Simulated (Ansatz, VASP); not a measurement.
Given: the input of a run of Ansatz 0.2.0 on Rh.

The input input.yaml:

```yaml
crystal:
  lattice:
    - [2.7309790422, 0.0, 0.0]
    - [-1.3654895211, 2.3650972278, 0.0]
    - [0.0, 0.0, 4.428489]
  atoms:
    - { symbol: Rh, position: [0.3333333333, 0.6666666667, 0.25] }
    - { symbol: Rh, position: [0.6666666667, 0.3333333333, 0.75] }
hamiltonian:
  xc: r2scan
  pseudopotentials: { kind: paw }
kpoints:
  mp_grid: { grid: [11, 11, 6] }
scf:
  occupations: { method: fermi_dirac, width: 0.05 }
output:
  forces: true
  stress: true
  eigenvalues: true
```

Potentials or basis: Ansatz PAW.

Run with:

```sh
$ ansatz run input.yaml --threads 2 --pin off --max-ram 5632MiB --backend cpu --events-out ev --progress --plain --runs-dir out
```

Task: Translate it to VASP 6.6.1. Potentials there: VASP PAW PBE potentials, release 64 (Rh_sv_GW).

Result: As run (the cutoff follows the program's own potentials):

File POSCAR:

```
Rh
1.0
    2.7309790422      0.0000000000      0.0000000000
   -1.3654895211      2.3650972278      0.0000000000
    0.0000000000      0.0000000000      4.4284890000
Rh
2
Direct
    0.3333333333      0.6666666667      0.2500000000
    0.6666666667      0.3333333333      0.7500000000
```

INCAR.step1

```
SYSTEM = Rh
PREC     = Accurate       ! precision mode
ENCUT    = 580            ! plane-wave cutoff, eV
ISMEAR   = -1             ! smearing method
SIGMA    = 0.05           ! smearing width, eV
LREAL    = .FALSE.        ! projectors in reciprocal space
LASPH    = .TRUE.         ! aspherical terms in the spheres
NELM     = 120            ! most SCF steps
NBANDS   = 24             ! bands
GGA      = PE             ! functional
ALGO     = Normal         ! electronic algorithm
EDIFF    = 1E-5           ! SCF threshold, eV
LWAVE    = .TRUE.         ! write WAVECAR
LCHARG   = .FALSE.        ! write CHGCAR
GGA_COMPAT= .FALSE.
```

INCAR.step2

```
SYSTEM = Rh
PREC     = Accurate       ! precision mode
ENCUT    = 580            ! plane-wave cutoff, eV
EDIFF    = 1E-6           ! SCF threshold, eV
ISMEAR   = -1             ! smearing method
SIGMA    = 0.05           ! smearing width, eV
LREAL    = .FALSE.        ! projectors in reciprocal space
LASPH    = .TRUE.         ! aspherical terms in the spheres
NELM     = 120            ! most SCF steps
ALGO     = Normal         ! electronic algorithm
ISIF     = 2              ! what is computed and relaxed
LWAVE    = .FALSE.        ! write WAVECAR
LCHARG   = .TRUE.         ! write CHGCAR
METAGGA  = R2SCAN         ! meta-GGA
LMIXTAU  = .TRUE.       
LELF     = .TRUE.         ! ELF
LVHAR    = .TRUE.       
NBANDS   = 24             ! bands
ISTART   = 1            
GGA_COMPAT= .FALSE.
```

Contents of KPOINTS:

```
Automatic mesh
0
G
  11 11 6
  0 0 0
```

Potentials or basis: VASP PAW PBE potentials, release 64 (Rh_sv_GW).

Command:

```console
$ cat potpaw_PBE.64/Rh_sv_GW/POTCAR > POTCAR
$ cp INCAR.step1 INCAR
$ mpirun -np 1 vasp_std > vasp.out
$ cp INCAR.step2 INCAR
$ mpirun -np 1 vasp_std > vasp.out
```

Both were run:

|  | VASP | Ansatz | Ansatz less VASP |
| --- | --- | --- | --- |
| gap on the k mesh at the Fermi level (eV) | none | none | - |
| pressure (GPa) | -11.1 | -9.7 | +1.44 |
| traceless stress, the component that is largest in VASP (GPa) | -1.00 | -0.98 | +0.020 |

VASP's potentials were made for PBE, not for r2SCAN. A gap of «none» marks a metal or a gap that the smearing closes. With one functional, cell and mesh, what is left measures potentials, basis and numerics.
